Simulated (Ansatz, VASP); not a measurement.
## Hf: VASP beside Ansatz

```xyz
3
Lattice="4.9623 0.0000 0.0000 -2.4812 4.2975 0.0000 0.0000 0.0000 3.0862" Properties=species:S:1:pos:R:3 pbc="T T T"
Hf    2.4812    1.4325    1.5431
Hf    0.0000    2.8650    1.5431
Hf    0.0000    0.0000    0.0000
```

Alike in both runs: task relaxation of cell and atoms; functional PBE; k mesh 12 × 12 × 16; occupations gaussian, width 0.1 eV; no spin polarisation.

```csv
,VASP,Ansatz
version,VASP 6.6.1,Ansatz 0.2.0
potentials or method,"VASP PAW PBE potentials, release 64 (Hf_pv), cutoff 600 eV","scalar-relativistic, plane waves, PAW"
valence electrons in the cell,30,78
```

Ansatz gave:

* gap on the k mesh at the Fermi level, each at its own relaxed structure (eV): none
* relaxed volume (Å³/atom): 22.31
* relaxed cell length with the largest relative difference (Å): 4.994

Q: Estimate VASP's values.

A: gap on the k mesh at the Fermi level, each at its own relaxed structure (eV): none; relaxed volume (Å³/atom): 22.22; relaxed cell length with the largest relative difference (Å): 4.984.

A gap of «none» marks a metal or a gap that the smearing closes. VASP's potentials hold 30 valence electrons a cell and Ansatz's 78, so a difference there can come from the potentials and not from the codes.

Spin-orbit coupling is off throughout.
